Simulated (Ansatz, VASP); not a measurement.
**VCrC2: VASP beside Ansatz**

```
Cr V C
1.0
     1.46063    0.84330    4.73939
    -1.46063    0.84330    4.73939
     0.00000   -1.68659    4.73939
Cr V C
1 1 2
Direct
  0.50000 0.50000 0.50000
  0.00000 0.00000 0.00000
  0.24876 0.24876 0.24876
  0.75124 0.75124 0.75124
```

Alike in both runs: functional PBEsol; k mesh 11 × 11 × 11; occupations fermi-dirac, width 0.05 eV; collinear spin; Hubbard terms Cr d U = 3.0 eV, V d U = 3.0 eV.

```csv
,VASP,Ansatz
version,VASP 6.6.1,Ansatz 0.2.0
potentials or method,"VASP PAW PBE potentials, release 64 (Cr_pv, V_sv, C)",Ansatz PAW
plane-wave cutoff (eV),520,420
valence electrons in the cell,33,35
task,single point,band structure
```

Ansatz gave:

```
gap on the k mesh at the Fermi level (eV)                     : none
pressure (GPa)                                                : 5.1
traceless stress, the component that is largest in VASP (GPa) : -3.92
rms of the force components (eV/Å)                            : 0.320
net moment per atom (μB)                                      : 0.63
size of the moment on the site where the two differ most (μB) : 2.08
```

**Question.** Which values does VASP return?

**Answer.** gap on the k mesh at the Fermi level (eV): none; pressure (GPa): 7.2; traceless stress, the component that is largest in VASP (GPa): -4.29; rms of the force components (eV/Å): 0.233; net moment per atom (μB): 0.48; size of the moment on the site where the two differ most (μB): 2.37.

The net moments are unlike, so the other rows may belong to different states. VASP's potentials were made for PBE, not for PBEsol. Site moments also hang on the region over which each program counts them. The programs project onto different local orbitals, so the same U acts differently, and such runs can settle in different states. Atom by atom the forces differ by 0.086 eV/Å (rms over components). A gap of «none» marks a metal or a gap that the smearing closes. VASP's potentials hold 33 valence electrons a cell and Ansatz's 35, so a difference there can come from the potentials and not from the codes.

Noted on Ansatz's run: the magnetic or orbital state may not be the lowest.
